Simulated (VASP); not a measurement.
# CuO (Pm-3m) in VASP: notebook

Aim: see how the results for CuO move with the level of theory and the settings. Levels: PBEsol, LDA. Tasks: single point.

Program: VASP 6.6.1. These are calculated values, not measurements. Logs are shortened: lines on timing, memory, paths and dates and some standing lists are left out, and cuts for length are marked.

## Step 1: The cell of the first run

Symmetry: Pm-3m, No. 221, cubic system. Conventional cell: a = 2.589 Å, b = 2.589 Å, c = 2.589 Å, α = 90.00°, β = 90.00°, γ = 90.00°. Cu (site symmetry m-3m) has 8 O at 2.24 Å and 6 Cu at 2.59 Å within 3.0 Å. O (site symmetry m-3m) has 8 Cu at 2.24 Å and 6 O at 2.59 Å within 3.0 Å.

## Step 2: Single point, PBEsol

Contents of INCAR:

```
  PREC = Accurate
  ENCUT = 520
  EDIFF = 1E-7
  ISMEAR = -1
  SIGMA = 0.05
  LREAL = F
  LASPH = T
  NELM = 100
  ALGO = Normal
  ISIF = 2
  LWAVE = F
  LCHARG = T
  GGA = PS
  LELF = T
  LVHAR = T
  NBANDS = 16
```

Contents of KPOINTS:

```
regular mesh
0
Gamma
  8 8 8
```

Contents of POSCAR:

```
CuO
1.0
    2.5892418508      0.0000000000      0.0000000000
    0.0000000000      2.5892418508      0.0000000000
    0.0000000000      0.0000000000      2.5892418508
Cu O
1 1
Direct
    0.0000000000      0.0000000000      0.0000000000
    0.5000000000      0.5000000000      0.5000000000
```

Potentials or basis: VASP PAW PBE potentials, release 64 (Cu, O).

On the command line:

```console
cat potpaw_PBE.64/Cu/POTCAR potpaw_PBE.64/O/POTCAR > POTCAR
mpirun -np 1 vasp_std > vasp.out
```

OUTCAR:

```text
PREC = Accurate
   ENCUT = 520
   EDIFF = 1E-7
   ISMEAR = -1
   LREAL = F
   LASPH = T
   NELM = 100
   ISIF = 2
   GGA = PS

 ion  position               nearest neighbor table
   1  0.000  0.000  0.000-   2 2.24   2 2.24   2 2.24   2 2.24   2 2.24   2 2.24   2 2.24   2 2.24

   2  0.500  0.500  0.500-   1 2.24   1 2.24   1 2.24   1 2.24   1 2.24   1 2.24   1 2.24   1 2.24

  LATTYP: Found a simple cubic cell.
 ALAT       =     2.5892418508

  Lattice vectors:

 A1 = (   2.5892418508,   0.0000000000,   0.0000000000)
 A2 = (   0.0000000000,   2.5892418508,   0.0000000000)
 A3 = (   0.0000000000,   0.0000000000,   2.5892418508)

Analysis of symmetry for initial positions (statically):
=====================================================================
 Subroutine PRICEL returns:
 Original cell was already a primitive cell.

 Routine SETGRP: Setting up the symmetry group for a
 simple cubic supercell.

 Subroutine GETGRP returns: Found 48 space group operations
 (whereof 48 operations were pure point group operations)
 out of a pool of 48 trial point group operations.

The static configuration has the point symmetry O_h .

Analysis of symmetry for dynamics (positions and initial velocities):
=====================================================================
 Subroutine PRICEL returns:
 Original cell was already a primitive cell.

 Routine SETGRP: Setting up the symmetry group for a
 simple cubic supercell.

 Subroutine GETGRP returns: Found 48 space group operations
 (whereof 48 operations were pure point group operations)
 out of a pool of 48 trial point group operations.

The dynamic configuration has the point symmetry O_h .

 Subroutine INISYM returns: Found 48 space group operations
 (whereof 48 operations are pure point group operations),
 and found     1 'primitive' translations

----------------------------------------------------------------------------------------

                                     Primitive cell

  volume of cell :      17.3587

  direct lattice vectors                    reciprocal lattice vectors
     2.589241851  0.000000000  0.000000000     0.386213439  0.000000000  0.000000000
     0.000000000  2.589241851  0.000000000     0.000000000  0.386213439  0.000000000
     0.000000000  0.000000000  2.589241851     0.000000000  0.000000000  0.386213439

  length of vectors
     2.589241851  2.589241851  2.589241851     0.386213439  0.386213439  0.386213439

  position of ions in fractional coordinates (direct lattice)
     0.000000000  0.000000000  0.000000000
     0.500000000  0.500000000  0.500000000

  ion indices of the primitive-cell ions
   primitive index   ion index
                 1           1
                 2           2

----------------------------------------------------------------------------------------

 KPOINTS: regular mesh

Automatic generation of k-mesh.
 Grid dimensions read from file:
 generate k-points for:    8    8    8

 Generating k-lattice:

  Cartesian coordinates                     Fractional coordinates (reciprocal lattice)
     0.048276680  0.000000000  0.000000000     0.125000000  0.000000000  0.000000000
     0.000000000  0.048276680  0.000000000     0.000000000  0.125000000  0.000000000
     0.000000000  0.000000000  0.048276680     0.000000000  0.000000000  0.125000000

  Length of vectors
     0.048276680  0.048276680  0.048276680

  Shift w.r.t. Gamma in fractional coordinates (k-lattice)
     0.000000000  0.000000000  0.000000000

 Subroutine IBZKPT returns following result:
 ===========================================

 Found     35 irreducible k-points:

 Following reciprocal coordinates:
            Coordinates               Weight
  0.000000  0.000000  0.000000      1.000000
  0.125000  0.000000  0.000000      6.000000
  0.250000  0.000000  0.000000      6.000000
  0.375000  0.000000  0.000000      6.000000
  0.500000  0.000000  0.000000      3.000000
  0.125000  0.125000  0.000000     12.000000
[... 16 lines left out ...]
  0.375000  0.375000  0.125000     24.000000
  0.500000  0.375000  0.125000     24.000000
 [... further k-points ...]
   k-points           NKPTS =     35   k-points in BZ     NKDIM =     35   number of bands    NBANDS=     16
   number of dos      NEDOS =    301   number of ions     NIONS =      2
   total plane-waves  NPLWV =   8000
   dimension x,y,z NGX =    20 NGY =   20 NGZ =   20
   dimension x,y,z NGXF=    40 NGYF=   40 NGZF=   40
   ions per type =               1   1
   NGX,Y,Z   is equivalent  to a cutoff of  12.84, 12.84, 12.84 a.u.
   NGXF,Y,Z  is equivalent  to a cutoff of  25.68, 25.68, 25.68 a.u.
 SYSTEM =  unknown system
   PREC   = accura    normal or accurate (medium, high low for compatibility)
   ISTART =      0    job   : 0-new  1-cont  2-samecut
   ICHARG =      2    charge: 1-file 2-atom 10-const
   ISPIN  =      1    spin polarized calculation?
   LNONCOLLINEAR =      F non collinear calculations
   LSORBIT =      F    spin-orbit coupling
   LASPH  =      T    aspherical Exc in radial PAW
   ENCUT  =  520.0 eV  38.22 Ry    6.18 a.u.   4.81  4.81  4.81*2*pi/ulx,y,z
   NELM   =    100;   NELMIN=  2; NELMDL= -5     # of ELM steps
   EDIFF  = 0.1E-06   stopping-criterion for ELM
   LREAL  =      F    real-space projection
   EDIFFG = 0.1E-05   stopping-criterion for IOM
   NSW    =      0    number of steps for IOM
   IBRION =     -1    ionic relax: 0-MD 1-quasi-New 2-CG
   NFREE  =      0    steps in history (QN), initial steepest desc. (CG)
   ISIF   =      2    stress and relaxation
   ISYM   =      2    0-nonsym 1-usesym 2-fastsym
   POTIM  = 0.5000    time-step for ionic-motion
   TEBEG  =    0.0;   TEEND  =   0.0 temperature during run
   PSTRESS=    0.0 pullay stress
   NELECT =      17.0000    total number of electrons
   NUPDOWN=      -1.0000    fix difference up-down
   EMIN   =  10.00;   EMAX   =-10.00  energy-range for DOS
   EFERMI =   0.00;   METHOD = LEGACY
   ISMEAR =    -1;   SIGMA  =   0.05  broadening in eV -4-tet -1-fermi 0-gaus
   EFERMI_NEDOS =   21; number of points for ismear=-14 and -15
   IALGO  =     38    algorithm
   IMIX   =      4    mixing-type and parameters
     AMIX     =   0.40;   BMIX     =  1.00
     AMIX_MAG =   1.60;   BMIX_MAG =  1.00
  volume/ion in A,a.u.               =       8.68        58.57
  Fermi-wavevector in a.u.,A,eV,Ry     =   1.625743  3.072209 35.960740  2.643040
  Thomas-Fermi vector in A             =   2.718816
   LORBIT       =      0    0 simple, 1 ext, 2 COOP (PROOUT), +10 PAW based schemes
   GGA     = PS    functional components
   LHFCALC =     F    Hartree Fock is set to
   AEXX    =    0.0000 exact exchange contribution
   IVDW    =     0    specifies the selected vdW correction
   LEPSILON=     F    determine dielectric tensor
   LRPA    =     F    only Hartree local field effects (RPA)
 non-spin polarized calculation
  energy-cutoff  :      520.00
  volume of cell :       17.36
 maximum number of plane-waves:       480
 NGX is ok and might be reduce to    20
   NGX =  9   NGY =  9   NGZ =  9

 number of electron      16.9999989 magnetization

 Free energy of the ion-electron system (eV)
  ---------------------------------------------------
  ext. energy  EPLUGINS =         0.00000000
  ---------------------------------------------------
  free energy    TOTEN  =        -9.57352127 eV

  energy without entropy =       -9.55127838  energy(sigma->0) =       -9.56239983

 E-fermi :   6.9355     XC(G=0): -13.3374

 val. band max:        6.9029512762   @ k =   0.3750   0.3750   0.3750
 cond. band min:       6.9469508482   @ k =   0.5000   0.5000   0.2500
 fundamental gap:      0.0439995720
 Fermi energy:         6.9355340815

 k-point     1 :       0.0000    0.0000    0.0000
  band No.  band energies     occupation
      1     -12.7528      2.00000
      2       3.4351      2.00000
      3       3.4351      2.00000
      4       4.9466      2.00000
      5       4.9466      2.00000
      6       4.9466      2.00000
[... 8 lines left out ...]
     15      27.1532      0.00000
     16      40.1785      0.00000

 k-point     2 :       0.1250    0.0000    0.0000
  band No.  band energies     occupation
      1     -12.5829      2.00000
      2       2.8063      2.00000
      3       3.4772      2.00000
      4       4.3795      2.00000
      5       4.3795      2.00000
      6       4.5108      2.00000
[... 8 lines left out ...]
     15      28.2994      0.00000
     16      36.6411      0.00000

 k-point     3 :       0.2500    0.0000    0.0000
  band No.  band energies     occupation
      1     -12.1342      2.00000
      2       0.9557      2.00000
      3       3.5800      2.00000
      4       3.8233      2.00000
      5       3.8233      2.00000
      6       4.8805      2.00000
[... 8 lines left out ...]
     15      31.1019      0.00000
     16      32.9616      0.00000

 k-point     4 :       0.3750    0.0000    0.0000
  band No.  band energies     occupation
      1     -11.6133      2.00000
      2      -0.6549      2.00000
      3       3.4596      2.00000
      4       3.4596      2.00000
      5       3.6847      2.00000
      6       5.3026      2.00000
[... 8 lines left out ...]
     15      30.2784      0.00000
     16      34.8080      0.00000
[... 324 lines left out ...]
 k-point    22 :       0.5000    0.2500    0.1250
  band No.  band energies     occupation
      1     -10.8734      2.00000
      2      -0.1103      2.00000
      3       2.2694      2.00000
      4       3.8951      2.00000
      5       4.1373      2.00000
      6       4.9461      2.00000
[... 8 lines left out ...]
     15      30.7601      0.00000
     16      35.5814      0.00000

 k-point    23 :       0.3750    0.3750    0.1250
  band No.  band energies     occupation
      1     -10.7205      2.00000
      2       0.9014      2.00000
      3       1.3943      2.00000
      4       3.7306      2.00000
      5       4.2558      2.00000
      6       4.8324      2.00000
[... 8 lines left out ...]
     15      30.8071      0.00000
     16      34.0276      0.00000

 k-point    24 :       0.5000    0.3750    0.1250
  band No.  band energies     occupation
      1     -10.5663      2.00000
      2       0.7028      2.00000
      3       1.4802      2.00000
      4       3.8966      2.00000
      5       4.1214      2.00000
      6       4.8547      2.00000
[... 8 lines left out ...]
     15      30.6683      0.00000
     16      33.0224      0.00000

 [... further k-points ...]

------------------------ aborting loop because EDIFF is reached ----------------------------------------

  FORCE on cell =-STRESS in cart. coord.  units (eV):
  Direction    XX          YY          ZZ          XY          YZ          ZX
  --------------------------------------------------------------------------------------
  -------------------------------------------------------------------------------------
  Total        0.0436333      0.0436333      0.0436333      0.0000000      0.0000000      0.0000000
  in kB        4.0272690      4.0272690      4.0272690      0.0000000      0.0000000      0.0000000
  external PRESSURE =       4.0272690 kB  Pullay stress =       0.0000000 kB

 VOLUME and BASIS-vectors are now :
 -----------------------------------------------------------------------------
  energy-cutoff  :      520.00
  volume of cell :       17.36
      direct lattice vectors                 reciprocal lattice vectors
     2.589241851  0.000000000  0.000000000     0.386213439  0.000000000  0.000000000
     0.000000000  2.589241851  0.000000000     0.000000000  0.386213439  0.000000000
     0.000000000  0.000000000  2.589241851     0.000000000  0.000000000  0.386213439

 POSITION                                       TOTAL-FORCE (eV/Angst)
 -----------------------------------------------------------------------------------
      0.00000      0.00000      0.00000         0.000000      0.000000      0.000000
      1.29462      1.29462      1.29462         0.000000      0.000000      0.000000
 -----------------------------------------------------------------------------------
    total drift:                               -0.000000      0.000000      0.000000

  FREE ENERGIE OF THE ION-ELECTRON SYSTEM (eV)
  ---------------------------------------------------
  free  energy   TOTEN  =        -9.5735212714 eV

  energy  without entropy=       -9.5512783822  energy(sigma->0) =       -9.56239983
```

Run time: 11 s. Hardware: 1 thread of AMD EPYC 7R43 (Zen 3), shared host; peak memory 0.09 GiB.

Results:

- Free energy: -9.5735 eV
- Pressure: 0.4 GPa

Levels at points of the mesh, in eV from the Fermi level:
```
           k point  band 5  band 6  band 7  band 8  band 9  band 10  band 11  band 12  band 13  band 14
(0.00, 0.00, 0.00)   -1.99   -1.99   -1.69   -1.69   -1.69     0.94    15.78    15.78    20.22    20.22
(0.50, 0.00, 0.00)   -3.21   -1.62   -1.18    0.43    0.43     6.58     8.25    17.49    17.94    17.94
(0.50, 0.50, 0.00)   -2.20   -2.18   -2.18   -1.21   -0.97     5.29    11.63    11.63    17.41    25.09
(0.50, 0.50, 0.50)   -1.18   -1.18    0.33    0.33    0.33     6.90     6.90     6.90    13.63    22.54
```

Caveat: the PAW data sets were made with another functional, which shifts forces and pressure a little; an odd number of electrons without spin polarisation forces a metal; a magnetic or distorted state may lie lower; semilocal functionals often make such compounds metallic where correlation or magnetic order opens a gap, which also shifts bond lengths.

## Step 3: Single point, LDA

This run uses another cell than the first one, of 8.35 Å³/atom, 0.963 times its volume.

Contents of INCAR:

```
PREC = Accurate ; ENCUT = 520
EDIFF = 1E-7 ; ISMEAR = -1
SIGMA = 0.05 ; LREAL = F
LASPH = T ; NELM = 60
ALGO = Normal ; ISIF = 2
LWAVE = F ; LCHARG = F
GGA = CA ; NBANDS = 16
```

Contents of KPOINTS:

```
Automatic mesh
0
Gamma
  8 8 8
```

Contents of POSCAR:

```
CuO
1.0
    2.5565195024      0.0000000000      0.0000000000
    0.0000000000      2.5565195024      0.0000000000
    0.0000000000      0.0000000000      2.5565195024
Cu O
1 1
Direct
    0.0000000000      0.0000000000      0.0000000000
    0.5000000000      0.5000000000      0.5000000000
```

Potentials or basis: VASP PAW LDA potentials, release 64 (Cu, O).

On the command line:

```console
cat potpaw_LDA.64/Cu/POTCAR potpaw_LDA.64/O/POTCAR > POTCAR
mpirun -np 1 vasp_std > vasp.out
```

Wall time 9.4 s (1 thread of AMD EPYC 7R43 (Zen 3), shared host); peak memory 0.09 GiB.

The run converged. Its results:

```
Free energy : -10.4765 eV
Pressure    : 0.7 GPa
```

Levels at points of the mesh, in eV from the Fermi level:
| k point | band 6 | band 7 | band 8 | band 9 | band 10 | band 11 | band 12 | band 13 |
| --- | --- | --- | --- | --- | --- | --- | --- | --- |
| (0.00, 0.00, 0.00) | -2.09 | -1.80 | -1.80 | -1.80 | 1.26 | 16.03 | 16.03 | 20.65 |
| (0.50, 0.00, 0.00) | -1.73 | -1.24 | 0.45 | 0.45 | 6.87 | 8.53 | 17.62 | 18.20 |
| (0.50, 0.50, 0.00) | -2.33 | -2.29 | -1.27 | -1.02 | 5.40 | 11.89 | 11.89 | 17.85 |
| (0.50, 0.50, 0.50) | -1.24 | 0.35 | 0.35 | 0.35 | 6.90 | 6.90 | 6.90 | 14.06 |

Caveat: an odd number of electrons without spin polarisation forces a metal; a magnetic or distorted state may lie lower; semilocal functionals often make such compounds metallic where correlation or magnetic order opens a gap, which also shifts bond lengths. With open d or f shells a metallic result of LDA can be an artefact of self-interaction; +U or a hybrid may open a gap.
